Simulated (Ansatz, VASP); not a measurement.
**ZrB2: VASP beside Ansatz**

```
Zr B
1.0
     4.65394    0.72537    0.30853
     0.78480    4.60043    0.37310
     0.36132    0.31870    4.77168
Zr B
3 6
Cartesian
  4.6161 3.8267 4.4385
  1.1642 0.3822 3.0824
  2.2679 1.6268 0.3413
  1.9743 2.6217 2.5156
  3.9994 4.4328 2.0233
  4.6648 1.2977 1.1497
  2.2426 3.9877 1.2812
  3.4213 1.4367 2.5825
  4.8713 2.9018 2.0821
```

Alike in both runs: task single point; functional PBE; k mesh 8 × 8 × 7; occupations gaussian, width 0.1 eV; no spin polarisation.

|  | VASP | Ansatz |
| --- | --- | --- |
| version | VASP 6.6.1 | Ansatz 0.2.0 |
| potentials or method | VASP PAW PBE potentials, release 64 (Zr_sv, B), cutoff 520 eV | scalar-relativistic, plane waves, PAW |
| valence electrons in the cell | 54 | 54 |

```csv
,VASP,Ansatz,Ansatz less VASP
gap on the k mesh at the Fermi level (eV),none,none,-
rms of the force components (eV/Å),0.055,0.054,-0.0017
```

Atom by atom the forces differ by 0.003 eV/Å (rms over components). A gap of «none» marks a metal or a gap that the smearing closes. With one functional, cell and mesh, what is left measures potentials, basis and numerics. Ansatz's warnings: near symmetry operation missed by atoms.
